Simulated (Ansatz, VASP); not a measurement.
# Two plane-wave programs on MgO

File INCAR:

```
SYSTEM = MgO
ALGO = Normal ; EDIFF = 1E-6
ENCUT = 520 ; GGA = PE
ISIF = 2 ; ISMEAR = 0
LASPH = .TRUE. ; LCHARG = .TRUE.
LELF = .TRUE. ; LREAL = .FALSE.
LVHAR = .TRUE. ; LWAVE = .FALSE.
NBANDS = 16 ; NELM = 80
PREC = Accurate ; SIGMA = 0.05
```

The input KPOINTS:

```
k-points
0
G
  9 9 6
  0 0 0
```

The input POSCAR:

```
MgO
1.0
    3.3980704147      0.0000000000      0.0000000000
   -1.6990352074      2.9428153030      0.0000000000
    0.0000000000      0.0000000000      4.5361391971
Mg O
2 2
Direct
    0.6778828062      0.3333333333      0.7500000000
    0.3445494728      0.6666666667      0.2500000000
    0.6496275848      0.3333333333      0.2500000000
    0.3162942515      0.6666666667      0.7500000000
```

Input for Ansatz:

```yaml
crystal:
  lattice:
    - [3.3980704147, 0.0, 0.0]
    - [-1.6990352074, 2.942815303, 0.0]
    - [0.0, 0.0, 4.5361391971]
  atoms:
    - { symbol: Mg, position: [0.6778828062, 0.3333333333, 0.75] }
    - { symbol: Mg, position: [0.3445494728, 0.6666666667, 0.25] }
    - { symbol: O, position: [0.6496275848, 0.3333333333, 0.25] }
    - { symbol: O, position: [0.3162942515, 0.6666666667, 0.75] }
basis:
  ecutwfc: 520.0
kpoints:
  mp_grid: { grid: [9, 9, 6] }
hamiltonian:
  xc: pbe
  pseudopotentials: { kind: paw, azcp: { folder: soft_1 } }
scf:
  occupations: { method: gaussian, width: 0.05 }
output:
  forces: true
  stress: true
  eigenvalues: true
```

Change from the starting cell: mode 8 frozen in at -0.060 Å, strain +e along z and -e/2 along x and y +0.0700.

Alike in both runs: task single point; functional PBE; k mesh 9 × 9 × 6; occupations gaussian, width 0.05 eV; no spin polarisation.

|  | VASP | Ansatz |
| --- | --- | --- |
| version | VASP 6.6.1 | Ansatz 0.2.0 |
| potentials or method | VASP PAW PBE potentials, release 64 (Mg, O), cutoff 520 eV | scalar-relativistic, plane waves, PAW |
| valence electrons in the cell | 16 | 32 |

```csv
,VASP,Ansatz,Ansatz less VASP
gap on the k mesh at the Fermi level (eV),3.15,3.17,+0.021
least direct gap on the mesh (eV),3.15,3.17,+0.021
pressure (GPa),3.1,3.6,+0.49
"traceless stress, the component that is largest in VASP (GPa)",-10.41,-10.24,+0.172
rms of the force components (eV/Å),0.688,0.680,-0.0083
```

Atom by atom the forces differ by 0.008 eV/Å (rms over components). The functional is the same, so the differences come from potentials, cutoffs and numerics. VASP's potentials hold 16 valence electrons a cell and Ansatz's 32, so a difference there can come from the potentials and not from the codes.
